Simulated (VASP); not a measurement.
The system is Pd.

```
CELL_PARAMETERS angstrom
-1.57228 1.57228 1.57228
1.57228 -1.57228 1.57228
1.57228 1.57228 -1.57228
ATOMIC_POSITIONS crystal
Pd 0.00000 0.00000 0.00000
```

This isn't the form of Pd at room conditions, which is fcc.

| Item | Value |
| --- | --- |
| Program | VASP 6.6.1 |
| Task | relaxation of cell and atoms |
| Functional | SCAN |
| Potentials or basis | VASP PAW PBE potentials, release 64 (Pd_sv_GW) |
| Cutoff | 590 eV |
| k mesh | 15 × 15 × 15 |
| Occupations | methfessel-paxton, width 0.1 eV |
| Spin | no spin polarisation |

At the start: pressure -9.3 GPa; volume 15.55 Å³/atom.

**Question.** How do energy, volume and symmetry change on relaxing?

**Answer.** Over 7 steps the energy falls by 17.6 meV/atom and the volume is 14.73 Å³/atom (-5.2 %); space group Im-3m (No. 229, to 0.1 Å) before and after.

The path:
```
step  energy change (eV)  largest force (eV/Å)  pressure (GPa)  volume (Å³)
   1              0.0000                0.0000           -9.31        15.55
   2              0.0464                0.0000           20.73        13.60
   3             -0.0235                0.0000           -0.23        14.79
   4             -0.0236                0.0000           -0.04        14.78
   5             -0.0175                0.0000           -0.61        14.78
   6             -0.0173                0.0000            1.13        14.66
   7             -0.0176                0.0000            0.00        14.73
```

Final structure:
```
Pd
1.0
    -1.54431    1.54431    1.54431
     1.54431   -1.54431    1.54431
     1.54431    1.54431   -1.54431
Pd
1
Direct
  0.00000 0.00000 0.00000
```

Caveat: the PAW data sets were made with another functional, which shifts forces and pressure a little.
